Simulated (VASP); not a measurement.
# ZnS (P6_3mc) in VASP: notebook, part 2 of 4

VASP 6.6.1. The steps go on from the part before.

### Step 3. Single point, PBE (strain -0.015 along x and y, +0.000 along z)

Input file INCAR:

```
PREC = Accurate ; ENCUT = 520
EDIFF = 1E-7 ; ISMEAR = 0
SIGMA = 0.05 ; LREAL = F
LASPH = T ; NELM = 80
ALGO = Normal ; ISIF = 2
LWAVE = F ; LCHARG = T
GGA = PE ; LELF = T
LVHAR = T ; NBANDS = 46
```

Input file KPOINTS:

```
regular mesh
0
Gamma
  12 12 2
```

Input file POSCAR:

```
ZnS
1.0
    3.7890225917      0.0000000000      0.0000000000
   -1.8945112959      3.2813898200      0.0000000000
    0.0000000000      0.0000000000     12.5902250239
Zn S
4 4
Direct
    0.0000000000      0.0000000000      0.0000503469
    0.0000000000      0.0000000000      0.5000503469
    0.3333333333      0.6666666667      0.2500245137
    0.6666666667      0.3333333333      0.7500245137
    0.0000000000      0.0000000000      0.1872896978
    0.0000000000      0.0000000000      0.6872896978
    0.3333333333      0.6666666667      0.4376354415
    0.6666666667      0.3333333333      0.9376354415
```

Potentials or basis: VASP PAW PBE potentials, release 64 (Zn, S).

Command:

```
$ cat potpaw_PBE.64/Zn/POTCAR potpaw_PBE.64/S/POTCAR > POTCAR
$ mpirun -np 1 vasp_std > vasp.out
```

OUTCAR:

```text
PREC = Accurate
   ENCUT = 520
   EDIFF = 1E-7
   ISMEAR = 0
   LREAL = F
   LASPH = T
   NELM = 80
   ISIF = 2
   GGA = PE

 ion  position               nearest neighbor table
   1  0.000  0.000  0.000-   8 2.32   8 2.32   8 2.32   5 2.36
   2  0.000  0.000  0.500-   7 2.32   7 2.32   7 2.32   6 2.36
   3  0.333  0.667  0.250-   5 2.33   5 2.33   5 2.33   7 2.36
   4  0.667  0.333  0.750-   6 2.33   6 2.33   6 2.33   8 2.36
   5  0.000  0.000  0.187-   3 2.33   3 2.33   3 2.33   1 2.36
   6  0.000  0.000  0.687-   4 2.33   4 2.33   4 2.33   2 2.36
   7  0.333  0.667  0.438-   2 2.32   2 2.32   2 2.32   3 2.36
   8  0.667  0.333  0.938-   1 2.32   1 2.32   1 2.32   4 2.36

  LATTYP: Found a hexagonal cell.
 ALAT       =     3.7890225917
 C/A-ratio  =     3.3228160348

  Lattice vectors:

 A1 = (   3.7890225917,   0.0000000000,   0.0000000000)
 A2 = (  -1.8945112959,   3.2813898200,   0.0000000000)
 A3 = (   0.0000000000,   0.0000000000,  12.5902250239)

Analysis of symmetry for initial positions (statically):
=====================================================================
 Subroutine PRICEL returns:
 Original cell was already a primitive cell.

 Routine SETGRP: Setting up the symmetry group for a
 hexagonal supercell.

 Subroutine GETGRP returns: Found 12 space group operations
 (whereof  6 operations were pure point group operations)
 out of a pool of 24 trial point group operations.

The static configuration has the point symmetry C_3v.
 The point group associated with its full space group is C_6v.

Analysis of symmetry for dynamics (positions and initial velocities):
=====================================================================
 Subroutine PRICEL returns:
 Original cell was already a primitive cell.

[... 135 lines left out ...]
   ISMEAR =     0;   SIGMA  =   0.05  broadening in eV -4-tet -1-fermi 0-gaus
   EFERMI_NEDOS =   21; number of points for ismear=-14 and -15
   IALGO  =     38    algorithm
   IMIX   =      4    mixing-type and parameters
     AMIX     =   0.40;   BMIX     =  1.00
     AMIX_MAG =   1.60;   BMIX_MAG =  1.00
  volume/ion in A,a.u.               =      19.57       132.05
  Fermi-wavevector in a.u.,A,eV,Ry     =   1.263706  2.388059 21.727874  1.596954
  Thomas-Fermi vector in A             =   2.397049
   LORBIT       =      0    0 simple, 1 ext, 2 COOP (PROOUT), +10 PAW based schemes
   GGA     = PE    functional components
   LHFCALC =     F    Hartree Fock is set to
   AEXX    =    0.0000 exact exchange contribution
   IVDW    =     0    specifies the selected vdW correction
   LEPSILON=     F    determine dielectric tensor
   LRPA    =     F    only Hartree local field effects (RPA)
 non-spin polarized calculation
 Gauss-broadening in eV      SIGMA  =   0.05
  energy-cutoff  :      520.00
  volume of cell :      156.54
 maximum number of plane-waves:      4241
   NGX = 15   NGY = 15   NGZ = 47

 number of electron      72.0000010 magnetization

 Free energy of the ion-electron system (eV)
  ---------------------------------------------------
  ext. energy  EPLUGINS =         0.00000000
  ---------------------------------------------------
  free energy    TOTEN  =       -27.34996898 eV

  energy without entropy =      -27.34996898  energy(sigma->0) =      -27.34996898

 E-fermi :   2.4241     XC(G=0):  -9.6657

 val. band max:        2.2103658375   @ k =   0.0000   0.0000   0.0000
 cond. band min:       4.3684147117   @ k =   0.0000   0.0000   0.0000
 fundamental gap:      2.1580488742
 Fermi energy:         2.4240697184

 k-point     1 :       0.0000    0.0000    0.0000
  band No.  band energies     occupation
      1     -11.0188      2.00000
      2     -10.6080      2.00000
      3     -10.6008      2.00000
      4     -10.1100      2.00000
      5      -4.1817      2.00000
      6      -4.1817      2.00000
[... 1165 lines left out ...]
     45       9.7183      0.00000
     46       9.7183      0.00000

 [... further k-points ...]
[... 5 lines left out ...]
  --------------------------------------------------------------------------------------
  -------------------------------------------------------------------------------------
  Total        3.0949269      3.0949269      0.9962022     -0.0000000      0.0000000      0.0000000
  in kB       31.6768843     31.6768843     10.1962282     -0.0000000      0.0000000      0.0000000
  external PRESSURE =      24.5166656 kB  Pullay stress =       0.0000000 kB

 VOLUME and BASIS-vectors are now :
 -----------------------------------------------------------------------------
  energy-cutoff  :      520.00
  volume of cell :      156.54
      direct lattice vectors                 reciprocal lattice vectors
     3.789022592  0.000000000  0.000000000     0.263920306  0.152374459  0.000000000
    -1.894511296  3.281389820  0.000000000     0.000000000  0.304748919  0.000000000
     0.000000000  0.000000000 12.590225024     0.000000000  0.000000000  0.079426698

 POSITION                                       TOTAL-FORCE (eV/Angst)
 -----------------------------------------------------------------------------------
      0.00000      0.00000      0.00063        -0.000000     -0.000000      0.109139
      0.00000      0.00000      6.29575         0.000000      0.000000      0.109139
     -0.00000      2.18759      3.14786         0.000000     -0.000000      0.103140
      1.89451      1.09380      9.44298        -0.000000      0.000000      0.103140
      0.00000      0.00000      2.35802         0.000000      0.000000     -0.105497
      0.00000      0.00000      8.65313         0.000000     -0.000000     -0.105497
     -0.00000      2.18759      5.50993         0.000000     -0.000000     -0.106782
      1.89451      1.09380     11.80504         0.000000     -0.000000     -0.106782
 -----------------------------------------------------------------------------------
    total drift:                               -0.000002     -0.000003     -0.000201

  FREE ENERGIE OF THE ION-ELECTRON SYSTEM (eV)
  ---------------------------------------------------
  free  energy   TOTEN  =       -27.3499689758 eV

  energy  without entropy=      -27.3499689758  energy(sigma->0) =      -27.34996898
```

Wall time 4.1 min (1 thread of Intel Xeon Platinum 8559C (Emerald Rapids), shared host); peak memory 0.37 GiB.

Results:

- Free energy: -27.3500 eV
- Pressure: 2.5 GPa
- Largest force: 0.109 eV/Å
- Band gap on the k mesh: 2.16 eV, direct

Forces on the atoms (eV/Å):
```
Zn   0.000  0.000  0.109
Zn   0.000  0.000  0.109
Zn   0.000  0.000  0.103
Zn   0.000  0.000  0.103
S    0.000  0.000 -0.105
S    0.000  0.000 -0.105
S    0.000  0.000 -0.107
S    0.000  0.000 -0.107
```

Stress tensor (GPa, compression positive):
```
3.17 0.00 0.00
0.00 3.17 0.00
0.00 0.00 1.02
```

Levels at points of the mesh, in eV from the valence-band top:
| k point | band 32 | band 33 | band 34 | band 35 | band 36 | band 37 | band 38 | band 39 | band 40 | band 41 |
| --- | --- | --- | --- | --- | --- | --- | --- | --- | --- | --- |
| (0.00, 0.00, 0.00) | -0.44 | -0.44 | -0.09 | 0.00 | 0.00 | 2.16 | 3.30 | 3.47 | 3.70 | 6.31 |
| (0.50, 0.00, 0.00) | -1.66 | -1.62 | -1.61 | -1.17 | -0.92 | 3.28 | 3.32 | 3.80 | 4.36 | 4.85 |
| (0.00, 0.00, 0.50) | -0.73 | -0.14 | -0.14 | -0.14 | -0.14 | 3.03 | 3.03 | 3.41 | 3.41 | 6.17 |
| (0.50, 0.00, 0.50) | -2.05 | -1.56 | -1.56 | -1.14 | -1.14 | 3.69 | 3.69 | 4.02 | 4.02 | 4.61 |

Caveat: the cell differs from its parent crystal (strain -0.015 along x and y, +0.000 along z). A k mesh can miss the band edges.

### Step 4. Single point, PBE (strain +0.000 along x and y, -0.015 along z)

Input file INCAR:

```
SYSTEM = ZnS
ALGO = Normal
EDIFF = 1E-7
ENCUT = 520
GGA = PE
ISIF = 2
ISMEAR = 0
LASPH = .True.
LCHARG = .False.
LREAL = .False.
LWAVE = .False.
NBANDS = 46
NELM = 100
PREC = Accurate
SIGMA = 0.05
```

Input file KPOINTS:

```
k-points
0
Gamma
  12 12 2
  0 0 0
```

Changes to POSCAR since step 3:

```diff
@@ -2,5 +2,5 @@
 1.0
-    3.7890225917      0.0000000000      0.0000000000
-   -1.8945112959      3.2813898200      0.0000000000
-    0.0000000000      0.0000000000     12.5902250239
+    3.8467234434      0.0000000000      0.0000000000
+   -1.9233617217      3.3313602233      0.0000000000
+    0.0000000000      0.0000000000     12.4013716485
 Zn S
```

Command:

```
$ cat potpaw_PBE.64/Zn/POTCAR potpaw_PBE.64/S/POTCAR > POTCAR
$ mpirun -np 1 vasp_std > vasp.out
```

Run time: 4.9 min. Hardware: 1 thread of Intel Xeon Platinum 8559C (Emerald Rapids), shared host; peak memory 0.38 GiB.

Results (log left out):

```yaml
Free_energy: -27.3780 eV
Pressure: 1.3 GPa
Largest_force: 0.099 eV/Å
Band_gap_on_the_k_mesh: 2.13 eV, direct
```

Forces in eV/Å, atoms in the order of the input:
```
Zn   0.000  0.000 -0.096
Zn   0.000  0.000 -0.096
Zn   0.000  0.000 -0.097
Zn   0.000  0.000 -0.097
S    0.000  0.000  0.094
S    0.000  0.000  0.094
S    0.000  0.000  0.099
S    0.000  0.000  0.099
```

Stress tensor (GPa, compression positive):
```
0.58 0.00 0.00
0.00 0.58 0.00
0.00 0.00 2.69
```

Levels at points of the mesh, in eV from the valence-band top:
```csv
k point,band 34,band 35,band 36,band 37,band 38,band 39
"(0.00, 0.00, 0.00)",-0.01,-0.01,0.00,2.13,3.09,3.32
"(0.50, 0.00, 0.00)",-1.51,-1.06,-0.84,3.34,3.40,3.73
"(0.00, 0.00, 0.50)",-0.16,-0.16,-0.16,2.96,2.96,3.23
"(0.50, 0.00, 0.50)",-1.47,-1.08,-1.08,3.69,3.69,4.03
```

Caveat: the cell differs from its parent crystal (strain +0.000 along x and y, -0.015 along z). A k mesh can miss the band edges.

(Continued in part 3 of 4.)
